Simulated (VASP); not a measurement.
**Cu: single point with LDA**

Cu:

```
Cu
1.0
     0.00000    1.66731    1.66731
     1.66731    0.00000    1.66731
     1.66731    1.66731    0.00000
Cu
1
Direct
  0.00000 0.00000 0.00000
```

```json
{"Program": "VASP 6.6.1", "Task": "single point", "Functional": "LDA", "Potentials or basis": "VASP PAW LDA potentials, release 64 (Cu)", "Cutoff": "600 eV", "k mesh": "11 × 11 × 11", "Occupations": "gaussian, width 0.1 eV", "Spin": "no spin polarisation"}
```

```
Pressure               : 46.1 GPa
Band gap on the k mesh : zero (an odd number of electrons rules out a gap without spin polarisation)
```

Levels at points of the mesh, in eV from the Fermi level:
| k point | band 2 | band 3 | band 4 | band 5 | band 6 | band 7 | band 8 | band 9 | band 10 | band 11 |
| --- | --- | --- | --- | --- | --- | --- | --- | --- | --- | --- |
| (0.00, 0.00, 0.00) | -4.05 | -4.05 | -4.05 | -2.84 | -2.84 | 24.41 | 28.90 | 28.90 | 28.90 | 31.91 |

Wall time 5.2 s on 1 thread of Intel(R) Xeon(R) Platinum 8488C (Sapphire Rapids), on a shared host, peak memory 0.12 GiB.

Caveat: the cell stands under pressure.
